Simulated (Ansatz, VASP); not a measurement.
# Sn: VASP beside Ansatz

Contents of INCAR:

```
SYSTEM = Sn
ALGO     = Fast           ! electronic algorithm
EDIFF    = 1E-6           ! SCF threshold, eV
ENCUT    = 520            ! plane-wave cutoff, eV
GGA      = PS             ! functional
ISIF     = 2              ! what is computed and relaxed
ISMEAR   = 0              ! smearing method
LASPH    = .TRUE.         ! aspherical terms in the spheres
LCHARG   = .FALSE.        ! write CHGCAR
LREAL    = .FALSE.        ! projectors in reciprocal space
LWAVE    = .FALSE.        ! write WAVECAR
NBANDS   = 21             ! bands
NELM     = 80             ! most SCF steps
PREC     = Accurate       ! precision mode
SIGMA    = 0.15           ! smearing width, eV
```

File KPOINTS:

```
k-points
0
G
  12 12 12
  0 0 0
```

Contents of POSCAR:

```
Sn
1.0
    0.0000000000      2.9859520000      3.3754240000
    2.9859520000      0.0000000000      3.3754240000
    2.9859520000      2.9859520000      0.0000000000
Sn
2
Direct
    0.5000000000      0.5000000000      0.5000000000
    0.7500000000      0.7500000000      0.7500000000
```

Input for Ansatz:

```yaml
crystal:
  lattice:
    - [0.0, 2.985952, 3.375424]
    - [2.985952, 0.0, 3.375424]
    - [2.985952, 2.985952, 0.0]
  atoms:
    - { symbol: Sn, position: [0.5, 0.5, 0.5] }
    - { symbol: Sn, position: [0.75, 0.75, 0.75] }
basis:
  ecutwfc: 420
kpoints:
  mp_grid: { grid: [12, 12, 12] }
hamiltonian:
  xc: pbesol
scf:
  occupations: { method: gaussian, width: 0.15 }
output:
  forces: true
  stress: true
  eigenvalues: true
```

Change from the starting cell: strain -0.080 along x and y, +0.040 along z, atoms carried along.

Alike in both runs: task single point; functional PBEsol; k mesh 12 × 12 × 12; occupations gaussian, width 0.15 eV; no spin polarisation.

```csv
,VASP,Ansatz
version,VASP 6.6.1,Ansatz 0.2.0
potentials or method,"VASP PAW PBE potentials, release 64 (Sn_d), cutoff 520 eV","scalar-relativistic, plane waves, PAW"
valence electrons in the cell,28,28
```

Ansatz gave:

| Item | Value |
| --- | --- |
| gap on the k mesh at the Fermi level (eV) | none |
| pressure (GPa) | 8.7 |
| traceless stress, the component that is largest in VASP (GPa) | -2.96 |

Problem. Which values does VASP return?

Solution. gap on the k mesh at the Fermi level (eV): none; pressure (GPa): 8.6; traceless stress, the component that is largest in VASP (GPa): -2.95.

VASP's potentials were made for PBE, not for PBEsol. A gap of «none» marks a metal or a gap that the smearing closes.
